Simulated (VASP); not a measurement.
A run of VASP 6.6.1 is set up as follows.

INCAR

```
  PREC = Accurate
  ENCUT = 500
  EDIFF = 1E-7
  ISMEAR = -1
  SIGMA = 0.1
  LREAL = F
  LASPH = T
  NELM = 120
  ALGO = Normal
  ISIF = 3
  LWAVE = F
  LCHARG = F
  GGA = PS
  IBRION = 2
  NSW = 80
  EDIFFG = -0.03
  PSTRESS = 450.0
  GGA_COMPAT = F
  NELMIN = 4
```

The input KPOINTS:

```
Automatic mesh
0
Gamma
  19 19 19
```

Contents of POSCAR:

```
Pt
1.0
    0.0000000000      1.9609000000      1.9609000000
    1.9609000000      0.0000000000      1.9609000000
    1.9609000000      1.9609000000      0.0000000000
Pt
1
Direct
    0.0000000000      0.0000000000      0.0000000000
```

Potentials or basis: VASP PAW PBE potentials, release 64 (Pt).

The run is started by

```sh
$ cat potpaw_PBE.64/Pt/POTCAR > POTCAR
$ mpirun -np 1 vasp_std > vasp.out
```

Task: What does it give for the relaxed volume?

Result: 13.40 Å³/atom.

Task: Predict the relaxed cell.

Result: a = 2.666 Å, b = 2.666 Å, c = 2.666 Å, α = 60.00°, β = 60.00°, γ = 60.00°.

Task: Estimate the band gap on the k mesh.

Result: Zero (bands 5 and 6 overlap by 2.72 eV).

Final structure:
```
Pt
1.0
     0.00000    1.88498    1.88498
     1.88498    0.00000    1.88498
     1.88498    1.88498    0.00000
Pt
1
Direct
  0.00000 0.00000 0.00000
```

Caveat: the cell is relaxed towards a set pressure, so the run minimises the enthalpy, not the energy; the PAW data sets were made with another functional, which shifts forces and pressure a little; spin-orbit coupling is left out, which moves the levels of the heavy elements.
